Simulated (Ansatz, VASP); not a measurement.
## One calculation of Al3BiO, two programs

The input INCAR:

```
SYSTEM = Al3BiO
ALGO = Normal
EDIFF = 1E-6
EDIFFG = -0.04
ENCUT = 600
GGA = PE
IBRION = 2
ISIF = 3
ISMEAR = 0
LASPH = .TRUE.
LCHARG = .FALSE.
LREAL = .FALSE.
LWAVE = .FALSE.
NELM = 60
NSW = 90
PREC = Accurate
SIGMA = 0.1
```

The input KPOINTS:

```
k-points
0
G
  4 4 4
  0 0 0
```

POSCAR

```
Al3BiO
1.0
    4.6726254100      0.0000000000      0.0000000000
    0.0000000000      4.6726254100      0.0000000000
    0.0000000000      0.0000000000      4.6726254100
Al Bi O
3 1 1
Direct
    0.5000000000      0.0000000000      0.0000000000
    0.0000000000      0.5000000000      0.0000000000
    0.0000000000      0.0000000000      0.5000000000
    0.5000000000      0.5000000000      0.5000000000
    0.0000000000      0.0000000000      0.0000000000
```

Input for Ansatz:

```yaml
crystal:
  lattice:
    - [4.67262541, 0.0, 0.0]
    - [0.0, 4.67262541, 0.0]
    - [0.0, 0.0, 4.67262541]
  atoms:
    - { symbol: Al, position: [0.5, 0.0, 0.0] }
    - { symbol: Al, position: [0.0, 0.5, 0.0] }
    - { symbol: Al, position: [0.0, 0.0, 0.5] }
    - { symbol: Bi, position: [0.5, 0.5, 0.5] }
    - { symbol: O, position: [0.0, 0.0, 0.0] }
basis:
  ecutwfc: 420
kpoints:
  mp_grid: { grid: [4, 4, 4] }
hamiltonian:
  xc: pbe
scf:
  occupations: { method: gaussian, width: 0.1 }
  lower_state_search: "off"
output:
  forces: true
  stress: true
  eigenvalues: true
relax:
  adjacent_minimum: "off"
  f_tol: 0.04
  max_steps: 70
  cell: { stress_tol: 0.4 }
```

Alike in both runs: task relaxation of cell and atoms; functional PBE; k mesh 4 × 4 × 4; occupations gaussian, width 0.1 eV; no spin polarisation.

|  | VASP | Ansatz |
| --- | --- | --- |
| version | VASP 6.6.1 | Ansatz 0.2.0 |
| potentials or method | VASP PAW PBE potentials, release 64 (Al, Bi_d, O), cutoff 600 eV | scalar-relativistic, plane waves, PAW |
| valence electrons in the cell | 30 | 30 |

|  | VASP | Ansatz | Ansatz less VASP |
| --- | --- | --- | --- |
| gap on the k mesh at the Fermi level, each at its own relaxed structure (eV) | none | none | - |
| relaxed volume (Å³/atom) | 18.16 | 18.26 | +0.101 |
| relaxed cell length with the largest relative difference (Å) | 4.495 | 4.503 | +0.0083 |

A gap of «none» marks a metal or a gap that the smearing closes.

Neither program's run includes spin-orbit coupling.
